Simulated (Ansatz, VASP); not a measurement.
## One calculation of Pt, two programs

Contents of POSCAR:

```
Pt
1.0
    0.0000000000      1.9700946807      1.9700946807
    1.9700946807      0.0000000000      1.9700946807
    1.9700946807      1.9700946807      0.0000000000
Pt
1
Direct
    0.0000000000      0.0000000000      0.0000000000
```

The input INCAR.step1:

```
SYSTEM = Pt
  PREC = Accurate
  ENCUT = 520
  ISMEAR = 0
  SIGMA = 0.1
  LREAL = .False.
  LASPH = .True.
  NELM = 100
  NBANDS = 11
  GGA = PE
  ALGO = Normal
  EDIFF = 1E-4
  LWAVE = .True.
  LCHARG = .False.
```

INCAR.step2

```
SYSTEM = Pt
  PREC = Accurate
  ENCUT = 520
  EDIFF = 1E-6
  ISMEAR = 0
  SIGMA = 0.1
  LREAL = .False.
  LASPH = .True.
  NELM = 100
  ALGO = Normal
  ISIF = 2
  LWAVE = .False.
  LCHARG = .False.
  METAGGA = R2SCAN
  LMIXTAU = .True.
  NBANDS = 11
  ISTART = 1
```

KPOINTS

```
regular mesh
0
Gamma
  18 18 18
  0 0 0
```

Input for Ansatz:

```yaml
crystal:
  lattice:
    - [0.0, 1.9700946807, 1.9700946807]
    - [1.9700946807, 0.0, 1.9700946807]
    - [1.9700946807, 1.9700946807, 0.0]
  atoms:
    - { symbol: Pt, position: [0.0, 0.0, 0.0] }
basis:
  ecutwfc: 500
kpoints:
  mp_grid: { grid: [18, 18, 18] }
  band_path:
    path:
      - [[0.0, 0.0, 0.0], [0.5, 0.0, 0.5], [0.625, 0.25, 0.625]]
      - [[0.375, 0.375, 0.75], [0.0, 0.0, 0.0], [0.5, 0.5, 0.5], [0.5, 0.25, 0.75], [0.5, 0.0, 0.5]]
    npoints: 14
hamiltonian:
  xc: r2scan
scf:
  occupations: { method: gaussian, width: 0.1 }
  n_extra_bands: 6
output:
  forces: true
  stress: true
  eigenvalues: true
  populations: true
  dos: { projected: true, de: 0.02, nscf_kmesh: { grid: [27, 27, 27] } }
  bader: true
  write_density: true
  write_potential: true
  elf: true
  volumetric_format: npy
```

Alike in both runs: task single point; functional r2SCAN; k mesh 18 × 18 × 18; occupations gaussian, width 0.1 eV; no spin polarisation.

```csv
,VASP,Ansatz
version,VASP 6.6.1,Ansatz 0.2.0
potentials or method,"VASP PAW PBE potentials, release 64 (Pt), cutoff 520 eV","scalar-relativistic, plane waves, PAW"
valence electrons in the cell,10,18
```

Ansatz gave:

- gap on the k mesh at the Fermi level (eV): none
- pressure (GPa): 0.0

Q: Estimate VASP's values.

A: gap on the k mesh at the Fermi level (eV): none; pressure (GPa): 0.7.

VASP's potentials were made for PBE, not for r2SCAN. A gap of «none» marks a metal or a gap that the smearing closes. With one functional, cell and mesh, what is left measures potentials, basis and numerics. VASP's potentials hold 10 valence electrons a cell and Ansatz's 18, so a difference there can come from the potentials and not from the codes.

Spin-orbit coupling is off throughout.
